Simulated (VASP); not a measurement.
Input of a VASP 6.6.1 run:

POSCAR

```
Ni
1.0
   -1.3402045920      1.3402045920      1.3402045920
    1.3402045920     -1.3402045920      1.3402045920
    1.3402045920      1.3402045920     -1.3402045920
Ni
1
Direct
    0.0000000000      0.0000000000      0.0000000000
```

File INCAR.step1:

```
SYSTEM = Ni
PREC = Accurate
ENCUT = 520
ISMEAR = -1
SIGMA = 0.1
LREAL = .FALSE.
LASPH = .TRUE.
NELM = 60
NBANDS = 11
GGA = PE
ALGO = Normal
EDIFF = 1E-4
LWAVE = .TRUE.
LCHARG = .FALSE.
```

INCAR.step2

```
SYSTEM = Ni
PREC = Accurate
ENCUT = 520
EDIFF = 1E-6
ISMEAR = -1
SIGMA = 0.1
LREAL = .FALSE.
LASPH = .TRUE.
NELM = 60
ALGO = Normal
ISIF = 2
LWAVE = .FALSE.
LCHARG = .FALSE.
METAGGA = R2SCAN
LMIXTAU = .TRUE.
NBANDS = 11
ISTART = 1
```

KPOINTS

```
Automatic mesh
0
G
  18 18 18
  0 0 0
```

Potentials or basis: VASP PAW PBE potentials, release 64 (Ni).

Launch:

```sh
$ cat potpaw_PBE.64/Ni/POTCAR > POTCAR
$ cp INCAR.step1 INCAR
$ mpirun -np 1 vasp_std > vasp.out
$ cp INCAR.step2 INCAR
$ mpirun -np 1 vasp_std > vasp.out
```

Question: Estimate the pressure.

Answer: 23.3 GPa.

Question: Predict the band gap on the k mesh.

Answer: Zero (band 5 reaches 11.30 eV, above the bottom of band 6 at 9.95 eV).

Caveat: the PAW data sets were made with another functional, which shifts forces and pressure a little; the run has no spin polarisation, though such a crystal can be magnetic. Spin polarisation is off, so any magnetic state and its effect on volume and gap are missing.
